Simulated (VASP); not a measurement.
Crystal: Au.

```xyz
1
Lattice="-1.6573 1.6573 1.6573 1.6573 -1.6573 1.6573 1.6573 1.6573 -1.6573" Properties=species:S:1:pos:R:3 pbc="T T T"
Au    0.0000    0.0000    0.0000
```

| Property | Result |
| --- | --- |
| Program | VASP 6.6.1 |
| Task | relaxation of cell and atoms |
| Functional | PBE |
| Dispersion | D4 |
| Potentials or basis | VASP PAW PBE potentials, release 64 (Au) |
| Cutoff | 600 eV |
| k mesh | 11 × 11 × 11 |
| Occupations | fermi-dirac, width 0.05 eV |
| Spin | no spin polarisation |

At the start: pressure -6.2 GPa; volume 18.21 Å³/atom.

Where does the relaxation end?

Over 3 steps the energy falls by 16.6 meV/atom and the volume is 17.40 Å³/atom (-4.4 %); space group Im-3m (No. 229, to 0.05 Å).

The path:
```csv
step,energy change (eV),largest force (eV/Å),pressure (GPa),volume (Å³)
1,0.0000,0.0000,-6.21,18.21
2,0.0142,0.0000,10.75,16.41
3,-0.0166,0.0000,-0.08,17.40
```

Final structure:
```
Au
1.0
    -1.63255    1.63255    1.63255
     1.63255   -1.63255    1.63255
     1.63255    1.63255   -1.63255
Au
1
Direct
  0.00000 0.00000 0.00000
```

Caveat: pairwise dispersion overbinds metals, which lowers pressure and volume.
